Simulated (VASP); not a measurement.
# Zr4F (I-43m) in VASP: a series of runs

Zr4F is run at these levels: PBE; tasks: single point, relaxation of cell and atoms.

Program: VASP 6.6.1. These are calculated values, not measurements. Logs are shortened: lines on timing, memory, paths and dates and some standing lists are left out, and cuts for length are marked.

**1. The cell of the first run**

It takes space group I-43m (No. 217, cubic). The conventional cell has a = 5.841 Å, b = 5.841 Å, c = 5.841 Å, α = 90.00°, β = 90.00°, γ = 90.00°. Zr (site symmetry 3m) has 1 F at 1.77 Å within 2.3 Å. Within 2.3 Å of F (site symmetry -43m) lie 4 Zr at 1.77 Å.

**2. Single point, PBE**

The input, INCAR:

```
PREC = Accurate ; ENCUT = 520
EDIFF = 1E-6 ; ISMEAR = 0
SIGMA = 0.1 ; LREAL = F
LASPH = T ; NELM = 100
ALGO = Normal ; ISIF = 2
LWAVE = F ; LCHARG = F
GGA = PE ; NBANDS = 36
```

The input, KPOINTS:

```
Automatic mesh
0
Gamma
  4 4 4
```

The input, POSCAR:

```
Zr4F
1.0
   -2.9204903300      2.9204903300      2.9204903300
    2.9204903300     -2.9204903300      2.9204903300
    2.9204903300      2.9204903300     -2.9204903300
Zr F
4 1
Direct
    0.3495999900      0.3495999900      0.3495999900
    0.6504000100      0.0000000000      0.0000000000
    0.0000000000      0.0000000000      0.6504000100
    0.0000000000      0.6504000100      0.0000000000
    0.0000000000      0.0000000000      0.0000000000
```

Potentials or basis: VASP PAW PBE potentials, release 64 (Zr_sv, F).

On the command line:

```sh
> cat potpaw_PBE.64/Zr_sv/POTCAR potpaw_PBE.64/F/POTCAR > POTCAR
> mpirun -np 1 vasp_std > vasp.out
```

OUTCAR:

```text
PREC = Accurate
   ENCUT = 520
   EDIFF = 1E-6
   ISMEAR = 0
   LREAL = F
   LASPH = T
   NELM = 100
   ISIF = 2
   GGA = PE

 ion  position               nearest neighbor table
   1  0.350  0.350  0.350-   5 1.77   4 2.89   2 2.89   3 2.89   3 3.17   3 3.17   2 3.17   2 3.17
                             4 3.17   4 3.17
   2  0.650  0.000  0.000-   5 1.77   1 2.89   4 2.89   3 2.89   4 3.17   3 3.17   1 3.17   1 3.17
                             3 3.17   4 3.17
   3  0.000  0.000  0.650-   5 1.77   2 2.89   4 2.89   1 2.89   1 3.17   1 3.17   2 3.17   2 3.17
                             4 3.17   4 3.17
   4  0.000  0.650  0.000-   5 1.77   1 2.89   3 2.89   2 2.89   2 3.17   3 3.17   1 3.17   2 3.17
                             3 3.17   1 3.17
   5  0.000  0.000  0.000-   1 1.77   2 1.77   3 1.77   4 1.77

  LATTYP: Found a body centered cubic cell.
 ALAT       =     5.8409806600

  Lattice vectors:

 A1 = (  -2.9204903300,   2.9204903300,   2.9204903300)
 A2 = (   2.9204903300,  -2.9204903300,   2.9204903300)
 A3 = (   2.9204903300,   2.9204903300,  -2.9204903300)

Analysis of symmetry for initial positions (statically):
=====================================================================
 Subroutine PRICEL returns:
 Original cell was already a primitive cell.

 Routine SETGRP: Setting up the symmetry group for a
 body centered cubic supercell.

 Subroutine GETGRP returns: Found 24 space group operations
 (whereof 24 operations were pure point group operations)
 out of a pool of 48 trial point group operations.

The static configuration has the point symmetry T_d .

Analysis of symmetry for dynamics (positions and initial velocities):
=====================================================================
 Subroutine PRICEL returns:
 Original cell was already a primitive cell.

 Routine SETGRP: Setting up the symmetry group for a
 body centered cubic supercell.

 Subroutine GETGRP returns: Found 24 space group operations
 (whereof 24 operations were pure point group operations)
 out of a pool of 48 trial point group operations.

The dynamic configuration has the point symmetry T_d .

 Subroutine INISYM returns: Found 24 space group operations
 (whereof 24 operations are pure point group operations),
 and found     1 'primitive' translations

[... 82 lines left out ...]
   NELM   =    100;   NELMIN=  2; NELMDL= -5     # of ELM steps
   EDIFF  = 0.1E-05   stopping-criterion for ELM
   LREAL  =      F    real-space projection
   EDIFFG = 0.1E-04   stopping-criterion for IOM
   NSW    =      0    number of steps for IOM
   IBRION =     -1    ionic relax: 0-MD 1-quasi-New 2-CG
   NFREE  =      0    steps in history (QN), initial steepest desc. (CG)
   ISIF   =      2    stress and relaxation
   ISYM   =      2    0-nonsym 1-usesym 2-fastsym
   POTIM  = 0.5000    time-step for ionic-motion
   TEBEG  =    0.0;   TEEND  =   0.0 temperature during run
   PSTRESS=    0.0 pullay stress
   NELECT =      55.0000    total number of electrons
   NUPDOWN=      -1.0000    fix difference up-down
   EMIN   =  10.00;   EMAX   =-10.00  energy-range for DOS
   EFERMI =   0.00;   METHOD = LEGACY
   ISMEAR =     0;   SIGMA  =   0.10  broadening in eV -4-tet -1-fermi 0-gaus
   EFERMI_NEDOS =   21; number of points for ismear=-14 and -15
   IALGO  =     38    algorithm
   IMIX   =      4    mixing-type and parameters
     AMIX     =   0.40;   BMIX     =  1.00
     AMIX_MAG =   1.60;   BMIX_MAG =  1.00
  volume/ion in A,a.u.               =      19.93       134.48
  Fermi-wavevector in a.u.,A,eV,Ry     =   1.342930  2.537769 24.537567  1.803460
  Thomas-Fermi vector in A             =   2.471044
   LORBIT       =      0    0 simple, 1 ext, 2 COOP (PROOUT), +10 PAW based schemes
   GGA     = PE    functional components
   LHFCALC =     F    Hartree Fock is set to
   AEXX    =    0.0000 exact exchange contribution
   IVDW    =     0    specifies the selected vdW correction
   LEPSILON=     F    determine dielectric tensor
   LRPA    =     F    only Hartree local field effects (RPA)
 non-spin polarized calculation
 Gauss-broadening in eV      SIGMA  =   0.10
  energy-cutoff  :      520.00
  volume of cell :       99.64
 maximum number of plane-waves:      2718
 NGX is ok and might be reduce to    40
   NGX = 19   NGY = 19   NGZ = 19

 number of electron      54.9999990 magnetization

 Free energy of the ion-electron system (eV)
  ---------------------------------------------------
  ext. energy  EPLUGINS =         0.00000000
  ---------------------------------------------------
  free energy    TOTEN  =       -28.37804810 eV

  energy without entropy =      -28.34988261  energy(sigma->0) =      -28.36396535

 E-fermi :   8.6893     XC(G=0): -10.9484

 val. band max:        8.5553576049   @ k =  -0.2500   0.2500   0.2500
 cond. band min:       8.7271719667   @ k =  -0.2500   0.2500   0.2500
 fundamental gap:      0.1718143618
 Fermi energy:         8.6892715843

 k-point     1 :       0.0000    0.0000    0.0000
  band No.  band energies     occupation
      1     -40.3226      2.00000
      2     -39.8407      2.00000
      3     -39.8407      2.00000
      4     -39.8407      2.00000
      5     -25.8201      2.00000
      6     -19.1999      2.00000
[... 301 lines left out ...]
     35      13.1515      0.00000
     36      13.1515      0.00000

------------------------ aborting loop because EDIFF is reached ----------------------------------------

  FORCE on cell =-STRESS in cart. coord.  units (eV):
  Direction    XX          YY          ZZ          XY          YZ          ZX
  --------------------------------------------------------------------------------------
  -------------------------------------------------------------------------------------
  Total       31.1940291     31.1940291     31.1940291      0.0000000      0.0000000     -0.0000000
  in kB      501.5967867    501.5967867    501.5967867      0.0000000      0.0000000     -0.0000000
  external PRESSURE =     501.5967867 kB  Pullay stress =       0.0000000 kB

 VOLUME and BASIS-vectors are now :
 -----------------------------------------------------------------------------
  energy-cutoff  :      520.00
  volume of cell :       99.64
      direct lattice vectors                 reciprocal lattice vectors
    -2.920490330  2.920490330  2.920490330     0.000000000  0.171204128  0.171204128
     2.920490330 -2.920490330  2.920490330     0.171204128  0.000000000  0.171204128
     2.920490330  2.920490330 -2.920490330     0.171204128  0.171204128  0.000000000

 POSITION                                       TOTAL-FORCE (eV/Angst)
 -----------------------------------------------------------------------------------
      1.02100      1.02100      1.02100         6.790084      6.790084      6.790084
     -1.89949      1.89949      1.89949         6.790084     -6.790084     -6.790084
      1.89949      1.89949     -1.89949        -6.790084     -6.790084      6.790084
      1.89949     -1.89949      1.89949        -6.790084      6.790084     -6.790084
      0.00000      0.00000      0.00000        -0.000000     -0.000000     -0.000000
 -----------------------------------------------------------------------------------
    total drift:                                0.000000      0.000000      0.000001

  FREE ENERGIE OF THE ION-ELECTRON SYSTEM (eV)
  ---------------------------------------------------
  free  energy   TOTEN  =       -28.3780480988 eV

  energy  without entropy=      -28.3498826103  energy(sigma->0) =      -28.36396535
```

Run time: 20 s. Hardware: 1 thread of Intel Xeon Platinum 8488C (Sapphire Rapids), shared host; peak memory 0.24 GiB.

What came out:

```
Free energy   : -28.3780 eV
Pressure      : 50.2 GPa
Largest force : 11.761 eV/Å
```

Forces in eV/Å, atoms in the order of the input:
```
Zr   6.790  6.790  6.790
Zr   6.790 -6.790 -6.790
Zr  -6.790 -6.790  6.790
Zr  -6.790  6.790 -6.790
F    0.000  0.000  0.000
```

Levels at points of the mesh, in eV from the Fermi level:
| k point | band 24 | band 25 | band 26 | band 27 | band 28 | band 29 | band 30 | band 31 |
| --- | --- | --- | --- | --- | --- | --- | --- | --- |
| (0.00, 0.00, 0.00) | -1.18 | -1.18 | -1.18 | 0.82 | 0.82 | 1.24 | 1.24 | 1.24 |
| (0.50, 0.00, 0.00) | -1.38 | -0.87 | -0.76 | -0.43 | -0.41 | 0.38 | 0.83 | 1.22 |
| (0.50, 0.50, 0.50) | -0.68 | -0.68 | -0.63 | -0.28 | -0.28 | -0.28 | 0.99 | 0.99 |

Caveat: the k points lie up to 0.38 Å⁻¹ apart; an odd number of electrons without spin polarisation forces a metal; a magnetic or distorted state may lie lower.

**3. Single point, PBE**

This run uses another cell than the first one, of 21.71 Å³/atom, 1.089 times its volume.

The input, INCAR:

```
PREC = Accurate
ENCUT = 520
EDIFF = 1E-7
ISMEAR = 0
SIGMA = 0.1
LREAL = False
LASPH = True
NELM = 80
ALGO = Normal
ISIF = 2
LWAVE = False
LCHARG = False
GGA = PE
NBANDS = 36
```

The input, KPOINTS:

```
regular mesh
0
Gamma
  4 4 4
```

The input, POSCAR:

```
Zr4F
1.0
   -3.0049292819      3.0049292819      3.0049292819
    3.0049292819     -3.0049292819      3.0049292819
    3.0049292819      3.0049292819     -3.0049292819
Zr F
4 1
Direct
    0.4412003663      0.4412003663      0.4412003663
    0.5587996337      0.0000000000      0.0000000000
    0.0000000000      0.0000000000      0.5587996337
    0.0000000000      0.5587996337      0.0000000000
    0.0000000000      0.0000000000      0.0000000000
```

Potentials or basis: VASP PAW PBE potentials, release 64 (Zr_sv, F).

On the command line:

```sh
> cat potpaw_PBE.64/Zr_sv/POTCAR potpaw_PBE.64/F/POTCAR > POTCAR
> mpirun -np 1 vasp_std > vasp.out
```

Run time: 23 s. Hardware: 1 thread of Intel Xeon Platinum 8488C (Sapphire Rapids), shared host; peak memory 0.24 GiB.

It converged, with:

```
Free energy   : -35.1081 eV
Pressure      : 0.4 GPa
Largest force : 0.014 eV/Å
```

Forces in eV/Å, atoms in the order of the input:
```
Zr   0.008  0.008  0.008
Zr   0.008 -0.008 -0.008
Zr  -0.008 -0.008  0.008
Zr  -0.008  0.008 -0.008
F    0.000  0.000  0.000
```

Levels at points of the mesh, in eV from the Fermi level:
```
           k point  band 25  band 26  band 27  band 28  band 29  band 30
(0.00, 0.00, 0.00)    -1.20    -0.59    -0.59    -0.59    -0.13     2.08
(0.50, 0.00, 0.00)    -0.55    -0.28    -0.27     0.09     0.60     0.86
(0.50, 0.50, 0.50)    -0.46    -0.46    -0.21    -0.21    -0.21     0.05
```

Caveat: the k points lie up to 0.37 Å⁻¹ apart; an odd number of electrons without spin polarisation forces a metal; a magnetic or distorted state may lie lower.

[end of part 1 of 2]
